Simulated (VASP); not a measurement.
Runs of VASP 6.6.1 on AlRu. The structure is that of space group Pm-3m (No. 221), or close to it. The cells are those of the table. 

```tsv
cell	k mesh	gap on the mesh (eV)	pressure (GPa)
a = 2.932 Å, 2 atoms	18 × 18 × 18	none	(b)
a = 3.066, b = 3.066, c = 2.900 Å, 2 atoms	18 × 18 × 18	none	-6.4
a = 3.110, b = 3.110, c = 2.896 Å, 2 atoms	18 × 18 × 18	none	(a)
a = 3.066 Å, 2 atoms	18 × 18 × 18	none	-16.1
a = 2.959 Å, 2 atoms	14 × 14 × 14	none	4.1
```

Alike in all rows: task single point; level PBEsol; potentials or basis VASP PAW PBE potentials, release 64 (Al, Ru_pv); no spin polarisation; cutoff (eV) 520; smearing gaussian 0.1 eV.

Problem. Fill in the values left out.

Solution. (a) -11.1; (b) 11.0.

Caveats: the PAW data sets were made with another functional, which shifts forces and pressure a little; the cell stands under tension (at least some runs); the cell stands under pressure (at least some runs).

A k mesh can miss the band edges, and the runs leave out spin-orbit coupling on Ru.

A gap of «none» marks levels without a gap at the run's occupations.
